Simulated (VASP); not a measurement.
Input of a VASP 6.6.1 run:

INCAR

```
ALGO = Normal ; EDIFF = 1E-7
ENCUT = 520 ; GGA = RE
ISIF = 2 ; ISMEAR = -1
LASPH = T ; LCHARG = F
LREAL = F ; LWAVE = F
NBANDS = 25 ; NELM = 60
PREC = Accurate ; SIGMA = 0.1
```

File KPOINTS:

```
k-points
0
Gamma
  8 8 11
```

File POSCAR:

```
Cd
1.0
    5.0067815489      0.0000000000      0.0000000000
   -2.5033907744      4.3360000125      0.0000000000
    0.0000000000      0.0000000000      3.0196093320
Cd
3
Direct
    1.0000000000      0.0000000000      0.0000000000
    0.3333333333      0.6666666667      0.5000000000
    0.6666666667      0.3333333333      0.5000000000
```

Potentials or basis: VASP PAW PBE potentials, release 64 (Cd).

Run with:

```console
$ cat potpaw_PBE.64/Cd/POTCAR > POTCAR
$ mpirun -np 1 vasp_std > vasp.out
```

(1) Estimate the band gap on the k mesh.

(2) What does it give for the pressure?

## Answers

(1) zero (band 18 reaches 6.32 eV, above the bottom of band 19 at 2.03 eV).

(2) 5.8 GPa.

Caveat: the PAW data sets were made with another functional, which shifts forces and pressure a little.
